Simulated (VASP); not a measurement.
Input of a VASP 6.6.1 run:

File INCAR:

```
SYSTEM = GaP
PREC = Accurate
ENCUT = 520
EDIFF = 1E-7
ISMEAR = 0
SIGMA = 0.05
LREAL = .False.
LASPH = .True.
NELM = 60
ALGO = Normal
ISIF = 2
LWAVE = .False.
LCHARG = .True.
GGA = PE
LELF = .True.
LVHAR = .True.
NBANDS = 26
```

File KPOINTS:

```
Automatic mesh
0
Gamma
  9 9 9
  0 0 0
```

Contents of POSCAR:

```
GaP
1.0
    1.9560245687      1.1293113113      7.0229106114
   -1.9560245687      1.1293113113      7.0229106114
    0.0000000000     -2.2586226226      7.0229106114
Ga P
2 2
Direct
    0.4355841032      0.4355841032      0.4355841032
    0.5644158968      0.5644158968      0.5644158968
    0.0575077006      0.0575077006      0.0575077006
    0.9424922994      0.9424922994      0.9424922994
```

Potentials or basis: VASP PAW PBE potentials, release 64 (Ga_d, P).

Launch:

```bash
$ cat potpaw_PBE.64/Ga_d/POTCAR potpaw_PBE.64/P/POTCAR > POTCAR
$ mpirun -np 1 vasp_std > vasp.out
```

(1) Estimate the largest force.

(2) Predict the pressure.

## Answers

(1) 0.548 eV/Å.

(2) -5.6 GPa.
